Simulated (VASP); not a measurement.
# Ga3As3CO in VASP: further runs

Runs on Ga3As3CO. Level: PBE+D3(BJ). Tasks: single point.

All numbers are computed with VASP 6.6.1; they aren't measurements. Logs are shortened: lines on timing, memory, paths and dates and some standing lists are left out, and cuts for length are marked.

## Step 1: The cell of the first run

The cell holds a slab with vacuum, 8 atoms: a = 4.014 Å, b = 5.676 Å, c = 23.335 Å, α = 90.00°, β = 90.00°, γ = 90.00°.

## Step 2: Single point, PBE+D3(BJ)

File INCAR:

```
SYSTEM = Ga3As3CO
ALGO     = Normal         ! electronic algorithm
DIPOL    = 0.5 0.5 0.320
EDIFF    = 1E-7           ! SCF threshold, eV
ENCUT    = 520            ! plane-wave cutoff, eV
GGA      = PE             ! functional
IDIPOL   = 3            
ISIF     = 2              ! what is computed and relaxed
ISMEAR   = 0              ! smearing method
IVDW     = 12             ! dispersion correction
LASPH    = .TRUE.         ! aspherical terms in the spheres
LCHARG   = .FALSE.        ! write CHGCAR
LDIPOL   = .TRUE.       
LREAL    = .FALSE.        ! projectors in reciprocal space
LWAVE    = .FALSE.        ! write WAVECAR
NBANDS   = 42             ! bands
NELM     = 100            ! most SCF steps
PREC     = Accurate       ! precision mode
SIGMA    = 0.05           ! smearing width, eV
```

File KPOINTS:

```
k-points
0
G
  7 5 1
  0 0 0
```

File POSCAR:

```
Ga3As3CO
1.0
    4.0137031111      0.0000000000      0.0000000000
    0.0000000000      5.6762333751      0.0000000000
    0.0000000000      0.0000000000     23.3352699083
Ga As O C
3 3 1 1
Direct
    0.5000000000      0.5000000000      0.1714143447
    0.0000000000      0.0653835255      0.2680035048
    0.5000000000      0.4894639609      0.3228546357
    0.0000000000      0.2500000000      0.1714143447
    0.5000000000      0.8102208698      0.2504948966
    0.0000000000      0.2887573198      0.3593388866
    0.3333333333      0.6220906532      0.4836142866
    0.3333333333      0.6220906532      0.5328959107
```

Potentials or basis: VASP PAW PBE potentials, release 64 (Ga_d, As, O, C).

On the command line:

```console
$ cat potpaw_PBE.64/Ga_d/POTCAR potpaw_PBE.64/As/POTCAR potpaw_PBE.64/O/POTCAR potpaw_PBE.64/C/POTCAR > POTCAR
$ mpirun -np 1 vasp_std > vasp.out
```

OUTCAR:

```text
SYSTEM = Ga3As3CO
   EDIFF = 1E-7
   ENCUT = 520
   GGA = PE
   ISIF = 2
   ISMEAR = 0
   IVDW = 12
   LASPH = .TRUE.
   LREAL = .FALSE.
   NELM = 100
   PREC = Accurate
 IVDW          = 12

 ion  position               nearest neighbor table
   1  0.500  0.500  0.171-   4 2.46   4 2.46   5 2.55
   2  0.000  0.065  0.268-   6 2.48   4 2.49   5 2.51   5 2.51
   3  0.500  0.489  0.323-   6 2.46   6 2.46   5 2.48
   4  0.000  0.250  0.171-   1 2.46   1 2.46   2 2.49
   5  0.500  0.810  0.250-   3 2.48   2 2.51   2 2.51   1 2.55
   6  0.000  0.289  0.359-   3 2.46   3 2.46   2 2.48
   7  0.333  0.622  0.484-   8 1.15
   8  0.333  0.622  0.533-   7 1.15

  LATTYP: Found a simple orthorhombic cell.
 ALAT       =     4.0137031111
 B/A-ratio  =     1.4142135624
 C/A-ratio  =     5.8139003465

  Lattice vectors:

 A1 = (   4.0137031111,   0.0000000000,   0.0000000000)
 A2 = (   0.0000000000,   5.6762333751,   0.0000000000)
 A3 = (   0.0000000000,   0.0000000000,  23.3352699083)

Analysis of symmetry for initial positions (statically):
=====================================================================
 Subroutine PRICEL returns:
 Original cell was already a primitive cell.

 Routine SETGRP: Setting up the symmetry group for a
 simple orthorhombic supercell.

 Subroutine GETGRP returns: Found  1 space group operations
 (whereof  1 operations were pure point group operations)
 out of a pool of  8 trial point group operations.

The static configuration has the point symmetry C_1 .

Analysis of symmetry for dynamics (positions and initial velocities):
=====================================================================
 Subroutine PRICEL returns:
 Original cell was already a primitive cell.

 Routine SETGRP: Setting up the symmetry group for a
 simple orthorhombic supercell.

 Subroutine GETGRP returns: Found  1 space group operations
 (whereof  1 operations were pure point group operations)
 out of a pool of  8 trial point group operations.

The dynamic configuration has the point symmetry C_1 .

 Subroutine INISYM returns: Found  1 space group operations
 (whereof  1 operations are pure point group operations),
[... 107 lines left out ...]
   ISIF   =      2    stress and relaxation
   ISYM   =      2    0-nonsym 1-usesym 2-fastsym
   POTIM  = 0.5000    time-step for ionic-motion
   TEBEG  =    0.0;   TEEND  =   0.0 temperature during run
   PSTRESS=    0.0 pullay stress
   NELECT =      64.0000    total number of electrons
   NUPDOWN=      -1.0000    fix difference up-down
   EMIN   =  10.00;   EMAX   =-10.00  energy-range for DOS
   EFERMI =   0.00;   METHOD = LEGACY
   ISMEAR =     0;   SIGMA  =   0.05  broadening in eV -4-tet -1-fermi 0-gaus
   EFERMI_NEDOS =   21; number of points for ismear=-14 and -15
   IALGO  =     38    algorithm
   IMIX   =      4    mixing-type and parameters
     AMIX     =   0.40;   BMIX     =  1.00
     AMIX_MAG =   1.60;   BMIX_MAG =  1.00
  volume/ion in A,a.u.               =      66.46       448.46
  Fermi-wavevector in a.u.,A,eV,Ry     =   0.808342  1.527546  8.890285  0.653418
  Thomas-Fermi vector in A             =   1.917130
   LORBIT       =      0    0 simple, 1 ext, 2 COOP (PROOUT), +10 PAW based schemes
   GGA     = PE    functional components
   LHFCALC =     F    Hartree Fock is set to
   AEXX    =    0.0000 exact exchange contribution
   IVDW    =    12    specifies the selected vdW correction
   LEPSILON=     F    determine dielectric tensor
   LRPA    =     F    only Hartree local field effects (RPA)
 non-spin polarized calculation
 Gauss-broadening in eV      SIGMA  =   0.05
  energy-cutoff  :      520.00
  volume of cell :      531.64
 maximum number of plane-waves:     14367
 NGX is ok and might be reduce to    30
   NGX = 15   NGY = 21   NGZ = 87

 dipolmoment           0.000000      0.000000     -0.003098 electrons x Angstroem

 number of electron      64.0000019 magnetization

 dipolmoment           0.000000      0.000000      0.051758 electrons x Angstroem

 Free energy of the ion-electron system (eV)
  ---------------------------------------------------
  ext. energy  EPLUGINS =         0.00000000
  ---------------------------------------------------
  free energy    TOTEN  =       -37.54965166 eV

  energy without entropy =      -37.54965166  energy(sigma->0) =      -37.54965166

 E-fermi :  -2.0738     XC(G=0):  -3.7815

 val. band max:       -2.2747871120   @ k =   0.0000   0.0000   0.0000
 cond. band min:      -1.8699810560   @ k =   0.4286   0.0000   0.0000
 fundamental gap:      0.4048060559
 Fermi energy:        -2.0737918242

 k-point     1 :       0.0000    0.0000    0.0000
  band No.  band energies     occupation
      1     -26.7770      2.00000
      2     -17.2563      2.00000
      3     -17.1955      2.00000
      4     -17.1804      2.00000
      5     -17.1567      2.00000
      6     -17.1346      2.00000
[... 799 lines left out ...]
     41       2.7379      0.00000
     42       3.0451      0.00000

------------------------ aborting loop because EDIFF is reached ----------------------------------------

 vacuum level on the upper side and lower side of the slab       (xc-potential included)         0.169        -0.245

 Edisp (eV)   -1.27304

 E8    (eV) :    -0.5764

  FORCE on cell =-STRESS in cart. coord.  units (eV):
  Direction    XX          YY          ZZ          XY          YZ          ZX
  --------------------------------------------------------------------------------------
  -------------------------------------------------------------------------------------
  Total      -2.08443    -2.62394    -0.86184     0.03729     0.02315     0.04644
  in kB      -6.28174    -7.90763    -2.59729     0.11239     0.06978     0.13994
  external pressure =       -5.60 kB  Pullay stress =        0.00 kB

 VOLUME and BASIS-vectors are now :
 -----------------------------------------------------------------------------
  energy-cutoff  :      520.00
  volume of cell :      531.64
      direct lattice vectors                 reciprocal lattice vectors
     4.013703111  0.000000000  0.000000000     0.249146480  0.000000000  0.000000000
     0.000000000  5.676233375  0.000000000     0.000000000  0.176173165  0.000000000
     0.000000000  0.000000000 23.335269908     0.000000000  0.000000000  0.042853586

 POSITION                                       TOTAL-FORCE (eV/Angst)
 -----------------------------------------------------------------------------------
      2.00685      2.83812      4.00000        -0.000628     -0.310384      1.034156
      0.00000      0.37113      6.25393        -0.005553     -0.005912      0.026100
      2.00685      2.77831      7.53390        -0.000724      0.004583      0.020395
      0.00000      1.41906      4.00000         0.000717      0.312980     -1.064059
      2.00685      4.59900      5.84537         0.000755      0.006495     -0.015030
      0.00000      1.63905      8.38527        -0.008423     -0.024553      0.022934
      1.33790      3.53113     11.28527         0.017373      0.021473      0.696936
      1.33790      3.53113     12.43527        -0.003517     -0.004683     -0.721432
 -----------------------------------------------------------------------------------
    total drift:                                0.000044     -0.001084     -0.001800

  FREE ENERGIE OF THE ION-ELECTRON SYSTEM (eV)
  ---------------------------------------------------
  free  energy   TOTEN  =       -38.8226878103 eV

  energy  without entropy=      -38.8226878101  energy(sigma->0) =      -38.82268781

 vacuum level on the upper side and lower side of the slab         2.755         2.333
```

OSZICAR:

```text
N       E                     dE             d eps       ncg     rms          rms(c)
DAV:   1     0.472404117856E+03    0.47240E+03   -0.26530E+04  1640   0.136E+03
DAV:   2     0.360851362958E+02   -0.43632E+03   -0.41832E+03  1866   0.313E+02
DAV:   3    -0.347832959444E+02   -0.70868E+02   -0.69704E+02  1966   0.128E+02
[... 18 lines left out ...]
DAV:  22    -0.375496504655E+02   -0.34947E-05   -0.31466E-07  1262   0.156E-03    0.163E-04
DAV:  23    -0.375496511711E+02   -0.70561E-06   -0.24556E-08  1168   0.853E-04    0.108E-04
DAV:  24    -0.375496515336E+02   -0.36252E-06   -0.17321E-08  1022   0.614E-04    0.513E-05
DAV:  25    -0.375496516409E+02   -0.10730E-06   -0.67366E-09  1144   0.493E-04    0.304E-05
DAV:  26    -0.375496516565E+02   -0.15625E-07   -0.27194E-09  1070   0.309E-04
   1 F= -.38822688E+02 E0= -.38822688E+02  d E =-.175436E-09
```

stdout:

```text
POSCAR found type information on POSCAR GaAsO C
 POSCAR found :  4 types and       8 ions
 scaLAPACK will be used
 LDA part: xc-table for (Slater+PW92), standard interpolation
 POSCAR, INCAR and KPOINTS ok, starting setup
 FFT: planning ... GRIDC
 FFT: planning ... GRID_SOFT
 FFT: planning ... GRID
 WAVECAR not read
 entering main loop
```

Run time: 7.8 min. Hardware: 1 thread of AMD EPYC 9R45 (Zen 5), shared host; peak memory 0.71 GiB.

What came out:

- Free energy: -38.8227 eV
- Largest force: 1.109 eV/Å
- Band gap on the k mesh: 0.40 eV (least direct gap 0.75 eV)
- Dispersion energy per atom: -0.159 eV

Forces on the atoms (eV/Å):
```
Ga  -0.001 -0.310  1.034
Ga  -0.006 -0.006  0.026
Ga  -0.001  0.005  0.020
As   0.001  0.313 -1.064
As   0.001  0.006 -0.015
As  -0.008 -0.025  0.023
O    0.017  0.021  0.697
C   -0.004 -0.005 -0.721
```

Levels at points of the mesh, in eV from the valence-band top:
```
           k point  band 28  band 29  band 30  band 31  band 32  band 33  band 34  band 35  band 36  band 37
(0.00, 0.00, 0.00)    -1.98    -1.33    -0.89    -0.84     0.00     0.75     1.61     2.29     2.47     2.88
```

(Continued in part 2 of 2.)
